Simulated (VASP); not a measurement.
# BiTe (R-3m) in VASP: single point with r2SCAN

Aim: the single point of BiTe with r2SCAN.

All numbers are computed with VASP 6.6.1; they aren't measurements. Logs are shortened: lines on timing, memory, paths and dates and some standing lists are left out, and cuts for length are marked.

### Step 1. The cell of the first run

The structure is trigonal, space group R-3m (No. 166). Conventional cell: a = 4.671 Å, b = 4.671 Å, c = 10.540 Å, α = 90.00°, β = 90.00°, γ = 120.00°. Bi (site symmetry -3m) has 6 Te at 3.22 Å within 4.2 Å. Te (site symmetry -3m) has 6 Bi at 3.22 Å within 4.2 Å.

### Step 2. Single point, r2SCAN

POSCAR reads:

```
BiTe
1.0
    2.3355660306      1.3484396765      3.5131673790
   -2.3355660306      1.3484396765      3.5131673790
    0.0000000000     -2.6968793530      3.5131673789
Bi Te
1 1
Direct
    0.5000000000      0.5000000000      0.5000000000
    0.0000000000      0.0000000000      0.0000000000
```

INCAR.step1 reads:

```
SYSTEM = BiTe
PREC = Accurate
ENCUT = 520
ISMEAR = 0
SIGMA = 0.15
LREAL = .False.
LASPH = .True.
NELM = 60
NBANDS = 18
GGA = PE
ALGO = Normal
EDIFF = 1E-4
LWAVE = .True.
LCHARG = .False.
```

INCAR.step2 reads:

```
SYSTEM = BiTe
PREC = Accurate
ENCUT = 520
EDIFF = 1E-6
ISMEAR = 0
SIGMA = 0.15
LREAL = .False.
LASPH = .True.
NELM = 60
ALGO = Normal
ISIF = 2
LWAVE = .False.
LCHARG = .False.
METAGGA = R2SCAN
LMIXTAU = .True.
NBANDS = 18
ISTART = 1
```

KPOINTS reads:

```
Automatic mesh
0
Gamma
  18 18 18
  0 0 0
```

Potentials or basis: VASP PAW PBE potentials, release 64 (Bi_d, Te).

The run is started by

```bash
$ cat potpaw_PBE.64/Bi_d/POTCAR potpaw_PBE.64/Te/POTCAR > POTCAR
$ cp INCAR.step1 INCAR
$ mpirun -np 1 vasp_std > vasp.out
$ cp INCAR.step2 INCAR
$ mpirun -np 1 vasp_std > vasp.out
```

OUTCAR:

```text
SYSTEM = BiTe
   PREC = Accurate
   ENCUT = 520
   EDIFF = 1E-6
   ISMEAR = 0
   LREAL = .False.
   LASPH = .True.
   NELM = 60
   ISIF = 2
   METAGGA = R2SCAN
   ISTART = 1

 ion  position               nearest neighbor table
   1  0.500  0.500  0.500-   2 3.22   2 3.22   2 3.22   2 3.22   2 3.22   2 3.22
   2  0.000  0.000  0.000-   1 3.22   1 3.22   1 3.22   1 3.22   1 3.22   1 3.22

  LATTYP: Found a trigonal (rhomboedric) cell.
 ALAT       =     4.4289392948
 COS(alpha) =     0.4438206753

  Lattice vectors:

 A1 = (   2.3355660306,   1.3484396765,   3.5131673790)
 A2 = (  -2.3355660306,   1.3484396765,   3.5131673790)
 A3 = (   0.0000000000,  -2.6968793530,   3.5131673789)

Analysis of symmetry for initial positions (statically):
=====================================================================
 Subroutine PRICEL returns:
 Original cell was already a primitive cell.

 Routine SETGRP: Setting up the symmetry group for a
 trigonal (rhombohedral) supercell.

 Subroutine GETGRP returns: Found 12 space group operations
 (whereof 12 operations were pure point group operations)
 out of a pool of 12 trial point group operations.

The static configuration has the point symmetry D_3d.

Analysis of symmetry for dynamics (positions and initial velocities):
=====================================================================
 Subroutine PRICEL returns:
 Original cell was already a primitive cell.

 Routine SETGRP: Setting up the symmetry group for a
 trigonal (rhombohedral) supercell.

 Subroutine GETGRP returns: Found 12 space group operations
 (whereof 12 operations were pure point group operations)
 out of a pool of 12 trial point group operations.

The dynamic configuration has the point symmetry D_3d.

 Subroutine INISYM returns: Found 12 space group operations
 (whereof 12 operations are pure point group operations),
 and found     1 'primitive' translations

----------------------------------------------------------------------------------------

                                     Primitive cell

  volume of cell :      66.3856

  direct lattice vectors                    reciprocal lattice vectors
     2.335566031  1.348439676  3.513167379     0.214080867  0.123599646  0.094881142
    -2.335566031  1.348439676  3.513167379    -0.214080867  0.123599646  0.094881142
     0.000000000 -2.696879353  3.513167379     0.000000000 -0.247199292  0.094881142

  length of vectors
     4.428939295  4.428939295  4.428939295     0.264782781  0.264782781  0.264782781
[... 75 lines left out ...]
   ISPIN  =      1    spin polarized calculation?
   LNONCOLLINEAR =      F non collinear calculations
   LSORBIT =      F    spin-orbit coupling
   LASPH  =      T    aspherical Exc in radial PAW
   ENCUT  =  520.0 eV  38.22 Ry    6.18 a.u.   8.23  8.23  8.23*2*pi/ulx,y,z
   NELM   =     60;   NELMIN=  2; NELMDL=  0     # of ELM steps
   EDIFF  = 0.1E-05   stopping-criterion for ELM
   LREAL  =      F    real-space projection
   EDIFFG = 0.1E-04   stopping-criterion for IOM
   NSW    =      0    number of steps for IOM
   IBRION =     -1    ionic relax: 0-MD 1-quasi-New 2-CG
   NFREE  =      0    steps in history (QN), initial steepest desc. (CG)
   ISIF   =      2    stress and relaxation
   ISYM   =      2    0-nonsym 1-usesym 2-fastsym
   POTIM  = 0.5000    time-step for ionic-motion
   TEBEG  =    0.0;   TEEND  =   0.0 temperature during run
   PSTRESS=    0.0 pullay stress
   NELECT =      21.0000    total number of electrons
   NUPDOWN=      -1.0000    fix difference up-down
   EMIN   =  10.00;   EMAX   =-10.00  energy-range for DOS
   EFERMI =   0.00;   METHOD = LEGACY
   ISMEAR =     0;   SIGMA  =   0.15  broadening in eV -4-tet -1-fermi 0-gaus
   EFERMI_NEDOS =   21; number of points for ismear=-14 and -15
   IALGO  =     38    algorithm
   IMIX   =      4    mixing-type and parameters
     AMIX     =   0.40;   BMIX     =  1.00
     AMIX_MAG =   1.60;   BMIX_MAG =  1.00
  volume/ion in A,a.u.               =      33.19       224.00
  Fermi-wavevector in a.u.,A,eV,Ry     =   1.115467  2.107927 16.929271  1.244266
  Thomas-Fermi vector in A             =   2.252072
   LORBIT       =      0    0 simple, 1 ext, 2 COOP (PROOUT), +10 PAW based schemes
   METAGGA = R2SCAN    functional components
   LHFCALC =     F    Hartree Fock is set to
   AEXX    =    0.0000 exact exchange contribution
   IVDW    =     0    specifies the selected vdW correction
   LEPSILON=     F    determine dielectric tensor
   LRPA    =     F    only Hartree local field effects (RPA)
 non-spin polarized calculation
 Gauss-broadening in eV      SIGMA  =   0.15
  energy-cutoff  :      520.00
  volume of cell :       66.39
 maximum number of plane-waves:      1814
 NGX is ok and might be reduce to    36
   NGX = 17   NGY = 17   NGZ = 17

 number of electron      21.0000000 magnetization

 Free energy of the ion-electron system (eV)
  ---------------------------------------------------
  ext. energy  EPLUGINS =         0.00000000
  ---------------------------------------------------
  free energy    TOTEN  =       -84.03354031 eV

  energy without entropy =      -84.01727202  energy(sigma->0) =      -84.02540617

 E-fermi :   6.8509     XC(G=0): -10.1002

 val. band max:        6.8500527877   @ k =  -0.2778   0.4444   0.1667
 cond. band min:       6.8531992641   @ k =   0.3889   0.3333   0.2222
 fundamental gap:      0.0031464765
 Fermi energy:         6.8508611189

 k-point     1 :       0.0000    0.0000    0.0000
  band No.  band energies     occupation
      1     -17.0989      2.00000
      2     -17.0989      2.00000
      3     -17.0898      2.00000
      4     -17.0898      2.00000
      5     -17.0778      2.00000
      6      -7.4485      2.00000
[... 481 lines left out ...]
      5     -17.0754      2.00000
      6      -6.8850      2.00000
[... 10 lines left out ...]
     17      15.4747      0.00000
     18      16.4869      0.00000

 [... further k-points ...]
[... 5 lines left out ...]
  --------------------------------------------------------------------------------------
  -------------------------------------------------------------------------------------
  Total        0.3685831      0.3685831      0.2383199      0.0000000      0.0000000      0.0000000
  in kB        8.8955389      8.8955389      5.7517114      0.0000000      0.0000000      0.0000000
  external PRESSURE =       7.8475964 kB  Pullay stress =       0.0000000 kB

 VOLUME and BASIS-vectors are now :
 -----------------------------------------------------------------------------
  energy-cutoff  :      520.00
  volume of cell :       66.39
      direct lattice vectors                 reciprocal lattice vectors
     2.335566031  1.348439676  3.513167379     0.214080867  0.123599646  0.094881142
    -2.335566031  1.348439676  3.513167379    -0.214080867  0.123599646  0.094881142
     0.000000000 -2.696879353  3.513167379     0.000000000 -0.247199292  0.094881142

 POSITION                                       TOTAL-FORCE (eV/Angst)
 -----------------------------------------------------------------------------------
      0.00000      0.00000      5.26975        -0.000000      0.000000     -0.000000
      0.00000      0.00000      0.00000         0.000000      0.000000      0.000000
 -----------------------------------------------------------------------------------
    total drift:                               -0.000000     -0.000000      0.000000

  FREE ENERGIE OF THE ION-ELECTRON SYSTEM (eV)
  ---------------------------------------------------
  free  energy   TOTEN  =       -84.0335403144 eV

  energy  without entropy=      -84.0172720157  energy(sigma->0) =      -84.02540617
```

OUTCAR.step1:

```text
SYSTEM = BiTe
   PREC = Accurate
   ENCUT = 520
   ISMEAR = 0
   LREAL = .False.
   LASPH = .True.
[... 727 lines left out ...]
      0.00000      0.00000      5.26975        -0.000000     -0.000000      0.000000
      0.00000      0.00000      0.00000         0.000000      0.000000     -0.000000
 -----------------------------------------------------------------------------------
    total drift:                               -0.000000     -0.000000      0.000000

  FREE ENERGIE OF THE ION-ELECTRON SYSTEM (eV)
  ---------------------------------------------------
  free  energy   TOTEN  =        -7.1731182721 eV

  energy  without entropy=       -7.1562339416  energy(sigma->0) =       -7.16467611
```

Run time: 66 min. Hardware: 1 thread of Oxide Virtual Turin-like, shared host; peak memory 0.73 GiB.

Results:

* Free energy: -84.0335 eV
* Pressure: 0.8 GPa
* Band gap on the k mesh: zero (an odd number of electrons rules out a gap without spin polarisation)

Caveat: the PAW data sets were made with another functional, which shifts forces and pressure a little; spin-orbit coupling is left out, which moves the levels of the heavy elements; an odd number of electrons without spin polarisation forces a metal; a magnetic or distorted state may lie lower.
